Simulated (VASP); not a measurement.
Ni:

```
Ni
1.0
     2.44802    0.00000    0.00000
    -1.22401    2.12005    0.00000
     0.00000    0.00000    4.07281
Ni
2
Direct
  0.66667 0.33333 0.75000
  0.33333 0.66667 0.25000
```

Base run:

- Program: VASP 6.6.1
- Functional: PBE
- Potentials or basis: VASP PAW PBE potentials, release 64 (Ni_sv_GW)
- Cutoff: 590 eV
- k mesh: 10 × 10 × 6
- Occupations: fermi-dirac, width 0.05 eV
- Spin: collinear spin, ferromagnetic start
- Starting moments: [0.5, 0.5] μB
- Fixed moment: 1 μB

Its results: pressure 2.3 GPa; site moments Ni +0.54 μB.

**Question.** The run is repeated on the same cell with these changes: fixed moment from 1 μB to 2.5 μB; moments at the start from [0.5, 0.5] to [1.25, 1.25]. What comes out?

**Answer.** Pressure 9.6 GPa; site moments Ni +1.22 μB.

Caveats: the total moment is fixed, so each spin has its own Fermi level.
